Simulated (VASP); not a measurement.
Here is a VASP 6.6.1 calculation.

The input INCAR:

```
SYSTEM = Si5P2
PREC = Accurate
ENCUT = 520
EDIFF = 1E-7
ISMEAR = 0
SIGMA = 0.02
LREAL = .False.
LASPH = .True.
NELM = 100
ALGO = Normal
ISIF = 2
LWAVE = .False.
LCHARG = .False.
GGA = PE
NBANDS = 43
```

File KPOINTS:

```
regular mesh
0
Gamma
  12 12 1
  0 0 0
```

POSCAR

```
Si5P2
1.0
    3.6864522153      0.0000000000      0.0000000000
   -1.8432261076      3.1925612683      0.0000000000
    0.0000000000      0.0000000000     26.4805206594
Si P
10 4
Direct
    0.6666666667      0.3333333333      0.8947912187
    0.3333333333      0.6666666667      0.1052087813
    0.3333333333      0.6666666667      0.0163864336
    0.6666666667      0.3333333333      0.9836135664
    0.6666666667      0.3333333333      0.3337894873
    0.0000000000      0.0000000000      0.4554232675
    0.6666666667      0.3333333333      0.4226176433
    0.3333333333      0.6666666667      0.6662105127
    0.0000000000      0.0000000000      0.5445767325
    0.3333333333      0.6666666667      0.5773823567
    0.0000000000      0.0000000000      0.8585893720
    0.0000000000      0.0000000000      0.1414106280
    0.3333333333      0.6666666667      0.2975403603
    0.6666666667      0.3333333333      0.7024596397
```

Potentials or basis: VASP PAW PBE potentials, release 64 (Si, P).

The run is started by

```console
$ cat potpaw_PBE.64/Si/POTCAR potpaw_PBE.64/P/POTCAR > POTCAR
$ mpirun -np 1 vasp_std > vasp.out
```

(1) Estimate the band gap on the k mesh.

(2) What does it give for the pressure?

(3) Estimate the largest force.

Answers

(1) 0.66 eV (least direct gap 1.33 eV).

(2) -0.1 GPa.

(3) 0.015 eV/Å.

Caveat: an odd mesh through Γ misses points on the zone boundary, where band edges can lie; this functional lacks dispersion, which binds the layers, so the pressure and a relaxed spacing across them are unreliable.
